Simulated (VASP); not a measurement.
# Ti (I4/mmm) in VASP: a series of runs, part 2 of 2

VASP 6.6.1. Earlier steps stand in the parts before.

### Step 4. Single point, PBEsol (strain -0.050 along x and y, +0.050 along z)

The input, INCAR:

```
SYSTEM = Ti
PREC     = Accurate       ! precision mode
ENCUT    = 520            ! plane-wave cutoff, eV
EDIFF    = 1E-7           ! SCF threshold, eV
ISMEAR   = 0              ! smearing method
SIGMA    = 0.15           ! smearing width, eV
LREAL    = .False.        ! projectors in reciprocal space
LASPH    = .True.         ! aspherical terms in the spheres
NELM     = 60             ! most SCF steps
ALGO     = Fast           ! electronic algorithm
ISIF     = 2              ! what is computed and relaxed
LWAVE    = .False.        ! write WAVECAR
LCHARG   = .True.         ! write CHGCAR
GGA      = PS             ! functional
LELF     = .True.         ! ELF
LVHAR    = .True.       
NBANDS   = 12             ! bands
```

The input, KPOINTS:

```
Automatic mesh
0
Gamma
  26 26 26
  0 0 0
```

The input, POSCAR:

```
Ti
1.0
   -1.5248602598      1.5248602598      1.6853718662
    1.5248602598     -1.5248602598      1.6853718662
    1.5248602598      1.5248602598     -1.6853718662
Ti
1
Direct
    0.0000000000      0.0000000000      0.0000000000
```

Potentials or basis: VASP PAW PBE potentials, release 64 (Ti_sv).

Command:

```sh
$ cat potpaw_PBE.64/Ti_sv/POTCAR > POTCAR
$ mpirun -np 1 vasp_std > vasp.out
```

OUTCAR:

```text
SYSTEM = Ti
   PREC = Accurate
   ENCUT = 520
   EDIFF = 1E-7
   ISMEAR = 0
   LREAL = .False.
   LASPH = .True.
   NELM = 60
   ISIF = 2
   GGA = PS

 ion  position               nearest neighbor table
   1  0.000  0.000  0.000-

  LATTYP: Found a body centered tetragonal cell.
 ALAT       =     3.0497205196
 C/A-ratio  =     1.1052631580

  Lattice vectors:

 A1 = (  -1.5248602598,   1.5248602598,   1.6853718662)
 A2 = (   1.5248602598,  -1.5248602598,   1.6853718662)
 A3 = (   1.5248602598,   1.5248602598,  -1.6853718662)

Analysis of symmetry for initial positions (statically):
=====================================================================
 Subroutine PRICEL returns:
 Original cell was already a primitive cell.

 Routine SETGRP: Setting up the symmetry group for a
 body centered tetragonal supercell.

 Subroutine GETGRP returns: Found 16 space group operations
 (whereof 16 operations were pure point group operations)
 out of a pool of 16 trial point group operations.

The static configuration has the point symmetry D_4h.

Analysis of symmetry for dynamics (positions and initial velocities):
[... 171 lines left out ...]
      5       2.9039      2.00000
      6       9.9327      0.00000
      7       9.9327      0.00000
      8      10.6790      0.00000
      9      11.6130      0.00000
     10      12.4797      0.00000
     11      26.1363      0.00000
     12      27.9054      0.00000
[... 331 lines left out ...]
 k-point    24 :       0.3846    0.0385   -0.0000
  band No.  band energies     occupation
      1     -46.8784      2.00000
      2     -23.7296      2.00000
      3     -23.1050      2.00000
      4     -22.8710      2.00000
      5       6.2681      2.00000
      6       9.0050      1.60159
      7       9.7445      0.00000
      8      11.5988      0.00000
      9      12.5492      0.00000
     10      13.4829      0.00000
     11      19.8695      0.00000
     12      23.9602      0.00000

 [... further k-points ...]

------------------------ aborting loop because EDIFF is reached ----------------------------------------

  FORCE on cell =-STRESS in cart. coord.  units (eV):
  Direction    XX          YY          ZZ          XY          YZ          ZX
  --------------------------------------------------------------------------------------
  -------------------------------------------------------------------------------------
  Total        0.6052530      0.6052530      0.7339872      0.0000000      0.0000000      0.0000000
  in kB       61.8631017     61.8631017     75.0210664      0.0000000      0.0000000      0.0000000
  external PRESSURE =      66.2490899 kB  Pullay stress =       0.0000000 kB

 VOLUME and BASIS-vectors are now :
 -----------------------------------------------------------------------------
  energy-cutoff  :      520.00
  volume of cell :       15.68
      direct lattice vectors                 reciprocal lattice vectors
    -1.524860260  1.524860260  1.685371866     0.000000000  0.327898899  0.296670432
     1.524860260 -1.524860260  1.685371866     0.327898899  0.000000000  0.296670432
     1.524860260  1.524860260 -1.685371866     0.327898899  0.327898899  0.000000000

 POSITION                                       TOTAL-FORCE (eV/Angst)
 -----------------------------------------------------------------------------------
      0.00000      0.00000      0.00000        -0.000000      0.000000     -0.000000
 -----------------------------------------------------------------------------------
    total drift:                                0.000000     -0.000000      0.000000

  FREE ENERGIE OF THE ION-ELECTRON SYSTEM (eV)
  ---------------------------------------------------
  free  energy   TOTEN  =        -8.2358034364 eV

  energy  without entropy=       -8.2121982468  energy(sigma->0) =       -8.22400084
```

OSZICAR:

```text
N       E                     dE             d eps       ncg     rms          rms(c)
DAV:   1     0.856820658153E+02    0.85682E+02   -0.65478E+03 32040   0.123E+03
DAV:   2    -0.507311028166E+01   -0.90755E+02   -0.88319E+02 32584   0.298E+02
DAV:   3    -0.912197167493E+01   -0.40489E+01   -0.40027E+01 43492   0.643E+01
[... 19 lines left out ...]
RMM:  23    -0.823580291427E+01   -0.34152E-06   -0.39044E-06 30784   0.602E-03    0.548E-03
RMM:  24    -0.823580311915E+01   -0.20488E-06   -0.26882E-06 30537   0.562E-03    0.227E-03
RMM:  25    -0.823580323444E+01   -0.11529E-06   -0.17091E-06 27074   0.396E-03    0.639E-04
RMM:  26    -0.823580336347E+01   -0.12903E-06   -0.15138E-06 20968   0.264E-03    0.234E-04
RMM:  27    -0.823580343644E+01   -0.72966E-07   -0.89819E-07 20477   0.221E-03
   1 F= -.82358034E+01 E0= -.82240008E+01  d E =-.236052E-01
```

stdout:

```text
POSCAR found type information on POSCAR Ti
 POSCAR found :  1 types and       1 ions
 scaLAPACK will be used
 -----------------------------------------------------------------------------
|                                                                             |
|                                                                             |
|     You enforced a specific xc type in the INCAR file but a different       |
[... 61 lines left out ...]
WARNING in EDDRMM: call to ZHEGV failed, returncode =   6  3     10
WARNING in EDDRMM: call to ZHEGV failed, returncode =   6  3      5
WARNING in EDDRMM: call to ZHEGV failed, returncode =   6  3      5
WARNING in EDDRMM: call to ZHEGV failed, returncode =   6  3     11
WARNING in EDDRMM: call to ZHEGV failed, returncode =   8  4     12
WARNING in EDDRMM: call to ZHEGV failed, returncode =   8  4      7
WARNING in EDDRMM: call to ZHEGV failed, returncode =   6  3      8
```

Run time: 6 min. Hardware: 1 thread of Intel Xeon Platinum 8259CL at 2.50GHz (Skylake/Cascade Lake), shared host; peak memory 0.34 GiB.

Results:

- Free energy: -8.2358 eV
- Pressure: 6.6 GPa
- Band gap on the k mesh: zero (bands 6 and 7 overlap by 1.76 eV)

Levels at points of the mesh, in eV from the Fermi level:
| k point | band 4 | band 5 | band 6 | band 7 | band 8 | band 9 |
| --- | --- | --- | --- | --- | --- | --- |
| (0.00, 0.00, 0.00) | -31.96 | -6.19 | 0.84 | 0.84 | 1.58 | 2.52 |
| (0.50, 0.00, 0.00) | -31.96 | -2.74 | -0.20 | 1.26 | 2.46 | 3.58 |
| (0.50, 0.50, 0.00) | -32.03 | -2.80 | -1.14 | 2.00 | 3.61 | 3.74 |
| (0.50, 0.50, 0.50) | -32.53 | -2.66 | -2.34 | 4.29 | 4.49 | 4.49 |

Caveat: the cell differs from its parent crystal (strain -0.050 along x and y, +0.050 along z); the cell stands under pressure; the PAW data sets were made with another functional, which shifts forces and pressure a little.

### Step 5. Single point, PBEsol (strain -0.025 along x and y, +0.050 along z)

The input, INCAR:

```
SYSTEM = Ti
ALGO     = Fast           ! electronic algorithm
EDIFF    = 1E-6           ! SCF threshold, eV
ENCUT    = 520            ! plane-wave cutoff, eV
GGA      = PS             ! functional
ISIF     = 2              ! what is computed and relaxed
ISMEAR   = 0              ! smearing method
LASPH    = .TRUE.         ! aspherical terms in the spheres
LCHARG   = .TRUE.         ! write CHGCAR
LELF     = .TRUE.         ! ELF
LREAL    = .FALSE.        ! projectors in reciprocal space
LVHAR    = .TRUE.       
LWAVE    = .FALSE.        ! write WAVECAR
NBANDS   = 12             ! bands
NELM     = 100            ! most SCF steps
PREC     = Accurate       ! precision mode
SIGMA    = 0.15           ! smearing width, eV
```

The input, KPOINTS:

```
k-points
0
G
  26 26 26
  0 0 0
```

The input, POSCAR:

```
Ti
1.0
   -1.5649881614      1.5649881614      1.6853718662
    1.5649881614     -1.5649881614      1.6853718662
    1.5649881614      1.5649881614     -1.6853718662
Ti
1
Direct
    0.0000000000      0.0000000000      0.0000000000
```

Potentials or basis: VASP PAW PBE potentials, release 64 (Ti_sv).

Command:

```sh
$ cat potpaw_PBE.64/Ti_sv/POTCAR > POTCAR
$ mpirun -np 1 vasp_std > vasp.out
```

OUTCAR:

```text
SYSTEM = Ti
   EDIFF = 1E-6
   ENCUT = 520
   GGA = PS
   ISIF = 2
   ISMEAR = 0
   LASPH = .TRUE.
   LREAL = .FALSE.
   NELM = 100
   PREC = Accurate

 ion  position               nearest neighbor table
   1  0.000  0.000  0.000-

  LATTYP: Found a body centered tetragonal cell.
 ALAT       =     3.1299763228
 C/A-ratio  =     1.0769230770

  Lattice vectors:

 A1 = (  -1.5649881614,   1.5649881614,   1.6853718662)
 A2 = (   1.5649881614,  -1.5649881614,   1.6853718662)
 A3 = (   1.5649881614,   1.5649881614,  -1.6853718662)

Analysis of symmetry for initial positions (statically):
=====================================================================
 Subroutine PRICEL returns:
 Original cell was already a primitive cell.

 Routine SETGRP: Setting up the symmetry group for a
 body centered tetragonal supercell.

 Subroutine GETGRP returns: Found 16 space group operations
 (whereof 16 operations were pure point group operations)
 out of a pool of 16 trial point group operations.

The static configuration has the point symmetry D_4h.

Analysis of symmetry for dynamics (positions and initial velocities):
=====================================================================
 Subroutine PRICEL returns:
 Original cell was already a primitive cell.

 Routine SETGRP: Setting up the symmetry group for a
 body centered tetragonal supercell.

 Subroutine GETGRP returns: Found 16 space group operations
 (whereof 16 operations were pure point group operations)
 out of a pool of 16 trial point group operations.

The dynamic configuration has the point symmetry D_4h.

 Subroutine INISYM returns: Found 16 space group operations
 (whereof 16 operations are pure point group operations),
 and found     1 'primitive' translations

----------------------------------------------------------------------------------------

                                     Primitive cell

[... 115 lines left out ...]
   AEXX    =    0.0000 exact exchange contribution
   IVDW    =     0    specifies the selected vdW correction
   LEPSILON=     F    determine dielectric tensor
   LRPA    =     F    only Hartree local field effects (RPA)
 non-spin polarized calculation
 RMM-DIIS sequential band-by-band and
 Gauss-broadening in eV      SIGMA  =   0.15
  energy-cutoff  :      520.00
  volume of cell :       16.51
 maximum number of plane-waves:       458
 NGX is ok and might be reduce to    24
   NGX = 11   NGY = 11   NGZ = 11

 number of electron      11.9999997 magnetization

 Free energy of the ion-electron system (eV)
  ---------------------------------------------------
  ext. energy  EPLUGINS =         0.00000000
  ---------------------------------------------------
  free energy    TOTEN  =        -8.25093751 eV

  energy without entropy =       -8.22597802  energy(sigma->0) =       -8.23845776

 E-fermi :   8.5075     XC(G=0): -11.8759

 val. band max:        8.5069804393   @ k =   0.2308   0.0769   0.0769
 cond. band min:       8.5089011567   @ k =  -0.3077  -0.4615   0.0769
 fundamental gap:      0.0019207174
 Fermi energy:         8.5075424345

 k-point     1 :       0.0000    0.0000    0.0000
  band No.  band energies     occupation
      1     -47.7171      2.00000
      2     -23.6040      2.00000
      3     -23.6040      2.00000
      4     -23.5997      2.00000
      5       2.4318      2.00000
      6       9.3670      0.00000
      7       9.3670      0.00000
      8       9.8959      0.00000
      9      11.0477      0.00000
     10      11.6624      0.00000
     11      25.4631      0.00000
     12      26.7487      0.00000
[... 331 lines left out ...]
 k-point    24 :       0.3846    0.0385    0.0000
  band No.  band energies     occupation
      1     -47.5700      2.00000
      2     -24.3360      2.00000
      3     -23.8170      2.00000
      4     -23.6057      2.00000
      5       5.7941      2.00000
      6       8.3812      1.76657
      7       9.0890      0.00000
      8      11.0387      0.00000
      9      11.7447      0.00000
     10      12.6635      0.00000
     11      18.7307      0.00000
     12      22.9141      0.00000

 [... further k-points ...]

------------------------ aborting loop because EDIFF is reached ----------------------------------------

  FORCE on cell =-STRESS in cart. coord.  units (eV):
  Direction    XX          YY          ZZ          XY          YZ          ZX
  --------------------------------------------------------------------------------------
  -------------------------------------------------------------------------------------
  Total       -0.0302416     -0.0302416      0.0946617      0.0000000      0.0000000      0.0000000
  in kB       -2.9345203     -2.9345203      9.1855887      0.0000000      0.0000000      0.0000000
  external PRESSURE =       1.1055160 kB  Pullay stress =       0.0000000 kB

 VOLUME and BASIS-vectors are now :
 -----------------------------------------------------------------------------
  energy-cutoff  :      520.00
  volume of cell :       16.51
      direct lattice vectors                 reciprocal lattice vectors
    -1.564988161  1.564988161  1.685371866     0.000000000  0.319491235  0.296670432
     1.564988161 -1.564988161  1.685371866     0.319491235  0.000000000  0.296670432
     1.564988161  1.564988161 -1.685371866     0.319491235  0.319491235  0.000000000

 POSITION                                       TOTAL-FORCE (eV/Angst)
 -----------------------------------------------------------------------------------
      0.00000      0.00000      0.00000         0.000000      0.000000      0.000000
 -----------------------------------------------------------------------------------
    total drift:                               -0.000000      0.000000      0.000000

  FREE ENERGIE OF THE ION-ELECTRON SYSTEM (eV)
  ---------------------------------------------------
  free  energy   TOTEN  =        -8.2509375069 eV

  energy  without entropy=       -8.2259780228  energy(sigma->0) =       -8.23845776
```

OSZICAR:

```text
N       E                     dE             d eps       ncg     rms          rms(c)
DAV:   1     0.866245046865E+02    0.86625E+02   -0.65500E+03 32028   0.122E+03
DAV:   2    -0.507094398722E+01   -0.91695E+02   -0.89238E+02 32512   0.299E+02
DAV:   3    -0.923966182829E+01   -0.41687E+01   -0.41209E+01 43940   0.649E+01
[... 13 lines left out ...]
RMM:  17    -0.825093156868E+01   -0.12351E-05   -0.48875E-05 39850   0.447E-02    0.193E-02
RMM:  18    -0.825093410203E+01   -0.25333E-05   -0.40825E-05 38221   0.406E-02    0.432E-03
RMM:  19    -0.825093571165E+01   -0.16096E-05   -0.15860E-05 31232   0.160E-02    0.595E-03
RMM:  20    -0.825093678406E+01   -0.10724E-05   -0.10419E-05 26065   0.108E-02    0.384E-03
RMM:  21    -0.825093750693E+01   -0.72287E-06   -0.71969E-06 27479   0.102E-02
   1 F= -.82509375E+01 E0= -.82384578E+01  d E =-.249595E-01
```

It took 5 min on 1 thread of Intel Xeon Platinum 8259CL at 2.50GHz (Skylake/Cascade Lake), shared host; peak memory 0.36 GiB.

What came out:

* Free energy: -8.2509 eV
* Pressure: 0.1 GPa
* Band gap on the k mesh: zero (bands 6 and 7 overlap by 1.68 eV)

Levels at points of the mesh, in eV from the Fermi level:
| k point | band 4 | band 5 | band 6 | band 7 | band 8 | band 9 |
| --- | --- | --- | --- | --- | --- | --- |
| (0.00, 0.00, 0.00) | -32.11 | -6.08 | 0.86 | 0.86 | 1.39 | 2.54 |
| (0.50, 0.00, 0.00) | -32.11 | -2.60 | -0.24 | 1.14 | 2.50 | 3.33 |
| (0.50, 0.50, 0.00) | -32.15 | -2.62 | -0.90 | 1.66 | 3.29 | 3.46 |
| (0.50, 0.50, 0.50) | -32.61 | -2.40 | -2.18 | 4.08 | 4.22 | 4.22 |

Caveat: the cell differs from its parent crystal (strain -0.025 along x and y, +0.050 along z); the PAW data sets were made with another functional, which shifts forces and pressure a little.

### Step 6. Single point, PBEsol (strain +0.025 along x and y, -0.050 along z)

The input, INCAR:

```
  ALGO = Fast
  EDIFF = 1E-6
  ENCUT = 520
  GGA = PS
  ISIF = 2
  ISMEAR = 0
  LASPH = T
  LCHARG = F
  LREAL = F
  LWAVE = F
  NBANDS = 12
  NELM = 100
  PREC = Accurate
  SIGMA = 0.15
```

The input, KPOINTS:

```
k-points
0
Gamma
  26 26 26
```

The input, POSCAR:

```
Ti
1.0
   -1.6452439646      1.6452439646      1.5248602598
    1.6452439646     -1.6452439646      1.5248602598
    1.6452439646      1.6452439646     -1.5248602598
Ti
1
Direct
    0.0000000000      0.0000000000      0.0000000000
```

Potentials or basis: VASP PAW PBE potentials, release 64 (Ti_sv).

Command:

```sh
$ cat potpaw_PBE.64/Ti_sv/POTCAR > POTCAR
$ mpirun -np 1 vasp_std > vasp.out
```

Run time: 5.5 min. Hardware: 1 thread of Intel Xeon Platinum 8259CL at 2.50GHz (Skylake/Cascade Lake), shared host; peak memory 0.36 GiB.

Results (log left out):

* Free energy: -8.2535 eV
* Pressure: 0.0 GPa
* Band gap on the k mesh: zero (bands 6 and 7 overlap by 1.69 eV)

Stress tensor (GPa, compression positive):
```
 0.83  0.00  0.00
 0.00  0.83  0.00
 0.00  0.00 -1.52
```

Levels at points of the mesh, in eV from the Fermi level:
| k point | band 4 | band 5 | band 6 | band 7 | band 8 | band 9 |
| --- | --- | --- | --- | --- | --- | --- |
| (0.00, 0.00, 0.00) | -32.11 | -6.08 | 0.63 | 1.24 | 1.24 | 2.49 |
| (0.50, 0.00, 0.00) | -32.14 | -2.61 | -0.69 | 1.50 | 2.89 | 3.57 |
| (0.50, 0.50, 0.00) | -32.09 | -2.60 | 0.02 | 0.94 | 2.41 | 3.07 |
| (0.50, 0.50, 0.50) | -32.58 | -2.40 | -2.19 | 4.12 | 4.12 | 4.27 |

Caveat: the cell differs from its parent crystal (strain +0.025 along x and y, -0.050 along z); the PAW data sets were made with another functional, which shifts forces and pressure a little.

### Step 7. Summary

```tsv
cell	further INCAR settings	gap on the mesh (eV)	pressure (GPa)
a = 2.830 Å, angles 106.9, 106.9, 114.8°, 1 atom	ALGO = Fast; EDIFF = 1e-06; NBANDS = 12	none	-5.0
a = 2.851 Å, angles 107.5, 107.5, 113.4°, 1 atom	ALGO = Fast; EDIFF = 1e-07; NBANDS = 12	none	-7.3
a = 2.737 Å, angles 112.3, 112.3, 104.0°, 1 atom	ALGO = Fast; EDIFF = 1e-07; NBANDS = 12	none	6.6
a = 2.782 Å, angles 111.5, 111.5, 105.4°, 1 atom	ALGO = Fast; EDIFF = 1e-06; NBANDS = 12	none	0.1
a = 2.782 Å, angles 107.5, 107.5, 113.5°, 1 atom	ALGO = Fast; EDIFF = 1e-06; NBANDS = 12	none	0.0
```

Alike in all rows: task single point; level PBEsol; potentials or basis VASP PAW PBE potentials, release 64 (Ti_sv); no spin polarisation; k mesh 26 × 26 × 26; cutoff (eV) 520; smearing gaussian 0.15 eV.

Caveats: the PAW data sets were made with another functional, which shifts forces and pressure a little; the cell stands under tension (at least some runs); the cell stands under pressure (at least some runs).

Total energies depend on the potentials used, so only differences within one code and one set of settings carry meaning.
